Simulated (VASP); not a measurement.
Write the native input for VASP 6.6.1 that does the following.

```
Task                   : single point
Functional             : PBE
Dispersion             : D3(BJ)
Potentials or basis    : VASP PAW PBE potentials, release 64 (C_h, F_h, H_h)
Cutoff                 : 1010 eV
k mesh                 : 2 × 2 × 1
Occupations            : gaussian, width 0.02 eV
Spin                   : no spin polarisation
Dipole correction      : no
Further INCAR settings : LREAL = Auto; ALGO = Normal; EDIFF = 1e-06; NBANDS = 56; NELMDL = -8
```

The structure of HC18F lies in POSCAR:

```
HC18F
1.0
    7.3980000000      0.0000000000      0.0000000000
   -3.6990000000      6.4068560000      0.0000000000
    0.0000000000      0.0000000000     11.0000000000
C F H
18 1 1
Direct
    0.0133482238     -0.0063216654      0.0855570909
    0.2329241953      0.1036553654      0.0856655455
    0.0110742509      0.3252671825      0.0856991818
    0.2352525904      0.4372859324      0.0856639091
    0.0113487529      0.6606791225      0.0856747273
    0.2345545339      0.7721823309      0.0860039091
    0.3446191911     -0.0076986278      0.0858633636
    0.5688698615      0.1042174196      0.0856753636
    0.3451284985      0.3276479134      0.0856782727
    0.5679453217      0.4390209488      0.0856947273
    0.3468849005      0.6600877248      0.0856408182
    0.5663877505      0.7700961283      0.0855473636
    0.6784481313     -0.0057312042      0.0855756364
    0.9012818522      0.1056872513      0.0856397273
    0.6800529031      0.3270349763      0.0856921818
    0.8995783978      0.4366731514      0.0856861818
    0.6777376673      0.6585980706      0.0855930000
    0.9018288284      0.7706784732      0.0855505455
    0.2666080628      0.8438681937      0.3698572727
    0.2657412957      0.8430684254      0.2844050000
```

One way to write it, as run:

INCAR

```
SYSTEM = HC18F
ALGO     = Normal         ! electronic algorithm
EDIFF    = 1E-6           ! SCF threshold, eV
ENCUT    = 1010           ! plane-wave cutoff, eV
GGA      = PE             ! functional
GGA_COMPAT= .False.      
ISIF     = 2              ! what is computed and relaxed
ISMEAR   = 0              ! smearing method
IVDW     = 12             ! dispersion correction
LASPH    = .True.         ! aspherical terms in the spheres
LCHARG   = .True.         ! write CHGCAR
LELF     = .True.         ! ELF
LREAL    = Auto         
LVHAR    = .True.       
LWAVE    = .False.        ! write WAVECAR
NBANDS   = 56             ! bands
NELM     = 120            ! most SCF steps
NELMDL   = -8           
PREC     = Accurate       ! precision mode
SIGMA    = 0.02           ! smearing width, eV
```

KPOINTS

```
k-points
0
Gamma
  2 2 1
  0 0 0
```

Potentials or basis: VASP PAW PBE potentials, release 64 (C_h, F_h, H_h).

Run with:

```bash
$ cat potpaw_PBE.64/C_h/POTCAR potpaw_PBE.64/F_h/POTCAR potpaw_PBE.64/H_h/POTCAR > POTCAR
$ mpirun -np 1 vasp_std > vasp.out
```

Results of the run:

```yaml
Largest_force: 0.042 eV/Å
Band_gap_on_the_k_mesh: 0.19 eV
Dispersion_energy_per_atom: -0.085 eV
```

Caveat: the k points lie up to 0.49 Å⁻¹ apart; there is no dipole correction, which matters where the two faces differ.

Wall time 27 min on 1 thread of Intel(R) Xeon(R) Platinum 8375C CPU @ 2.90GHz (Ice Lake), on a shared host, peak memory 1.4 GiB.
